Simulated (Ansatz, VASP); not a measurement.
**One calculation of MnS, two programs**

File INCAR:

```
SYSTEM = MnS
PREC = Accurate
ENCUT = 500
EDIFF = 1E-6
ISMEAR = 0
SIGMA = 0.05
LREAL = .False.
LASPH = .True.
NELM = 200
ALGO = Normal
ISIF = 2
LWAVE = .False.
LCHARG = .False.
MAGMOM = 0 0 4.27 0 0 0.22
LORBIT = 11
LSORBIT = .True.
GGA_COMPAT = .False.
LORBMOM = .True.
LMAXMIX = 4
NBANDS = 31
```

KPOINTS

```
Automatic mesh
0
Gamma
  6 6 6
  0 0 0
```

File POSCAR:

```
MnS
1.0
    0.0000000000      2.6122498900      2.6122498900
    2.6122498900      0.0000000000      2.6122498900
    2.6122498900      2.6122498900      0.0000000000
Mn S
1 1
Direct
    0.0000000000      0.0000000000      0.0000000000
    0.5000000000      0.5000000000      0.5000000000
```

Input for Ansatz:

```yaml
crystal:
  lattice:
    - [0.0, 2.61224989, 2.61224989]
    - [2.61224989, 0.0, 2.61224989]
    - [2.61224989, 2.61224989, 0.0]
  atoms:
    - { symbol: Mn, position: [0.0, 0.0, 0.0], spin: 5.0, spin_axis: [0.0, 0.0, 1.0] }
    - { symbol: S, position: [0.5, 0.5, 0.5] }
basis:
  ecutwfc: 420
  ecutrho_ratio: 4
kpoints:
  mp_grid: { grid: [6, 6, 6] }
hamiltonian:
  xc: lda
  hubbard:
    sites:
      - { site: 0, l: d, u_eff: 0.0, starting_ns: [{ occupation_matrix: s0 }] }
    occupation_matrices:
      s0:
        spinor_matrix:
          - [[0.97, 0.0], [0.0, 0.0], [0.0, 0.0], [0.0, 0.0], [0.0, 0.0], [0.0, 0.0], [0.0, 0.0], [0.0, 0.0], [0.0, 0.0], [0.0, 0.0]]
          - [[0.0, 0.0], [0.97, 0.0], [0.0, 0.0], [0.0, 0.0], [0.0, 0.0], [0.0, 0.0], [0.0, 0.0], [0.0, 0.0], [0.0, 0.0], [0.0, 0.0]]
          - [[0.0, 0.0], [0.0, 0.0], [0.97, 0.0], [0.0, 0.0], [0.0, 0.0], [0.0, 0.0], [0.0, 0.0], [0.0, 0.0], [0.0, 0.0], [0.0, 0.0]]
          - [[0.0, 0.0], [0.0, 0.0], [0.0, 0.0], [0.97, 0.0], [0.0, 0.0], [0.0, 0.0], [0.0, 0.0], [0.0, 0.0], [0.0, 0.0], [0.0, 0.0]]
          - [[0.0, 0.0], [0.0, 0.0], [0.0, 0.0], [0.0, 0.0], [0.97, 0.0], [0.0, 0.0], [0.0, 0.0], [0.0, 0.0], [0.0, 0.0], [0.0, 0.0]]
          - [[0.0, 0.0], [0.0, 0.0], [0.0, 0.0], [0.0, 0.0], [0.0, 0.0], [0.02, 0.0], [0.0, 0.0], [0.0, 0.0], [0.0, 0.0], [0.0, 0.0]]
          - [[0.0, 0.0], [0.0, 0.0], [0.0, 0.0], [0.0, 0.0], [0.0, 0.0], [0.0, 0.0], [0.02, 0.0], [0.0, 0.0], [0.0, 0.0], [0.0, 0.0]]
          - [[0.0, 0.0], [0.0, 0.0], [0.0, 0.0], [0.0, 0.0], [0.0, 0.0], [0.0, 0.0], [0.0, 0.0], [0.02, 0.0], [0.0, 0.0], [0.0, 0.0]]
          - [[0.0, 0.0], [0.0, 0.0], [0.0, 0.0], [0.0, 0.0], [0.0, 0.0], [0.0, 0.0], [0.0, 0.0], [0.0, 0.0], [0.02, 0.0], [0.0, 0.0]]
          - [[0.0, 0.0], [0.0, 0.0], [0.0, 0.0], [0.0, 0.0], [0.0, 0.0], [0.0, 0.0], [0.0, 0.0], [0.0, 0.0], [0.0, 0.0], [0.02, 0.0]]
    ns_hold: { iters: 12 }
scf:
  occupations: { method: gaussian, width: 0.05 }
  lower_state_search: "off"
  max_iter: 150
output:
  forces: true
  stress: true
  eigenvalues: true
  populations: true
  hubbard: { sites: [{ site: 0, l: d }] }
magnetization:
  noncollinear: true
  spin_orbit: true
```

Alike in both runs: task single point; functional LDA; k mesh 6 × 6 × 6; occupations gaussian, width 0.05 eV; non-collinear spin, spin-orbit coupling.

|  | VASP | Ansatz |
| --- | --- | --- |
| version | VASP 6.6.1 | Ansatz 0.2.0 |
| potentials or method | VASP PAW LDA potentials, release 64 (Mn_pv, S), cutoff 500 eV | plane waves, PAW |
| valence electrons in the cell | 19 | 21 |

Ansatz gave:

| Quantity | Value |
| --- | --- |
| pressure (GPa) | -12.2 |
| net moment per atom (μB) | 2.28 |

Which values does VASP return?

Pressure (GPa): -13.5; net moment per atom (μB): 2.23.

LDA's correlation is that of Perdew and Zunger in VASP and of Perdew and Wang (1992) in Ansatz. VASP's potentials hold 19 valence electrons a cell and Ansatz's 21, so a difference there can come from the potentials and not from the codes. Ansatz's warnings: stress scf threshold loose.
